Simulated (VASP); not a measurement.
Mg: single point with revPBE

Mg:

```
CELL_PARAMETERS angstrom
-1.82941 1.82941 1.82941
1.82941 -1.82941 1.82941
1.82941 1.82941 -1.82941
ATOMIC_POSITIONS crystal
Mg 0.00000 0.00000 0.00000
```

This cell differs from its parent crystal: volume scaled by 1.04.

```json
{"Program": "VASP 6.6.1", "Task": "single point", "Functional": "revPBE", "Potentials or basis": "VASP PAW PBE potentials, release 64 (Mg)", "Cutoff": "520 eV", "k mesh": "14 × 14 × 14", "Occupations": "fermi-dirac, width 0.1 eV", "Spin": "no spin polarisation", "Dipole correction": "no", "Further INCAR settings": "ALGO = Normal; EDIFF = 1e-06; NBANDS = 7"}
```

```
Pressure               : -1.4 GPa
Band gap on the k mesh : zero (band 1 reaches 6.09 eV, above the bottom of band 2 at 1.51 eV)
```

Levels at points of the mesh, in eV from the Fermi level:
| k point | band 1 | band 2 | band 3 | band 4 | band 5 | band 6 |
| --- | --- | --- | --- | --- | --- | --- |
| (0.00, 0.00, 0.00) | -6.70 | 12.59 | 12.59 | 12.59 | 14.36 | 14.36 |
| (0.50, 0.00, 0.00) | -1.44 | -0.93 | 8.36 | 8.87 | 9.76 | 10.98 |
| (0.50, 0.50, 0.50) | 3.65 | 3.65 | 3.65 | 3.92 | 3.92 | 6.95 |

Wall time 14 s on 1 thread of AMD EPYC 7R43 64-Core Processor (Zen 3) (shared host), peak memory 0.11 GiB.

Caveat: the PAW data sets were made with another functional, which shifts forces and pressure a little.
